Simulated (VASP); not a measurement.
A run of VASP 6.6.1 is set up as follows.

INCAR

```
ALGO = Normal
EDIFF = 1E-6
ENCUT = 400
GGA = PE
GGA_COMPAT = False
ISIF = 2
ISMEAR = -1
LASPH = True
LCHARG = True
LELF = True
LREAL = False
LVHAR = True
LWAVE = False
NBANDS = 46
NELM = 120
PREC = Accurate
SIGMA = 0.1
```

KPOINTS

```
k-points
0
Gamma
  2 2 2
```

File POSCAR:

```
AgCl
1.0
    0.0000000000      5.4700000000      5.4700000000
    5.4700000000      0.0000000000      5.4700000000
    2.7350000000      2.7350000000      0.0000000000
Ag Cl
4 4
Direct
   -0.0025989945     -0.0059496344      0.0200034735
   -0.0112161792      0.4916055759      0.0775862888
    0.4886946069      0.0152397623     -0.0055471664
    0.5201474406      0.5107840037     -0.0663581353
    0.2329711152      0.2585212066      0.4618310786
    0.2905054845      0.7253700183      0.4239919561
    0.7380861060      0.2317842779      0.5757765996
    0.7535697441      0.7487854662      0.4602462523
```

Potentials or basis: VASP PAW PBE potentials, release 64 (Ag, Cl).

The run is started by

```bash
$ cat potpaw_PBE.64/Ag/POTCAR potpaw_PBE.64/Cl/POTCAR > POTCAR
$ mpirun -np 1 vasp_std > vasp.out
```

Problem. Estimate the pressure.

Solution. 6.7 GPa.

Problem. What does it give for the largest force?

Solution. 1.117 eV/Å.

Problem. Estimate the band gap on the k mesh.

Solution. 0.90 eV (least direct gap 1.00 eV).

Stress tensor (GPa, compression positive):
```
8.18 0.65 0.09
0.65 8.05 0.04
0.09 0.04 3.99
```

Caveat: the k points lie up to 0.81 Å⁻¹ apart; forces of over 1 eV/Å act on the atoms, so gaps and moduli don't describe the material at rest. A hybrid or GW would open this gap; PBE tends to underestimate it.
